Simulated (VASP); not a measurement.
Pt3Pb: single point with LDA

Crystal: Pt3Pb.

```xyz
4
Lattice="4.0174 0.0000 0.0000 0.0000 4.0174 0.0000 0.0000 0.0000 4.0580" Properties=species:S:1:pos:R:3 pbc="T T T"
Pt    0.0000    2.0087    2.0290
Pt    2.0087    0.0000    2.0290
Pt    2.0087    2.0087    0.0000
Pb    0.0000    0.0000    0.0000
```

This cell differs from its parent crystal: equal xx and yy strain of -1 %.

```yaml
Program: VASP 6.6.1
Task: single point
Functional: LDA
Potentials_or_basis: VASP PAW LDA potentials, release 64 (Pt, Pb_d)
Cutoff: 520 eV
k_mesh: 9 × 9 × 9
Occupations: fermi-dirac, width 0.03 eV
Spin: no spin polarisation
Dipole_correction: no
Further_INCAR_settings: ALGO = Normal; EDIFF = 1e-07; NBANDS = 30
```

```json
{"Pressure": "2.2 GPa", "Band gap on the k mesh": "zero (band 22 reaches 11.74 eV, above the bottom of band 23 at 11.29 eV)"}
```

Stress tensor (GPa, compression positive):
```
2.52 0.00 0.00
0.00 2.52 0.00
0.00 0.00 1.48
```

Levels at points of the mesh, in eV from the Fermi level:
```csv
k point,band 19,band 20,band 21,band 22,band 23,band 24,band 25,band 26
"(0.00, 0.00, 0.00)",-1.05,-1.05,-0.44,0.06,0.06,0.15,1.69,6.18
```

Run time: 120 s on 1 thread of Intel(R) Xeon(R) Platinum 8488C (Sapphire Rapids), on a shared host, peak memory 0.24 GiB.

Caveat: the cell differs from its parent crystal (equal xx and yy strain of -1 %); spin-orbit coupling is left out, which moves the levels of the heavy elements.
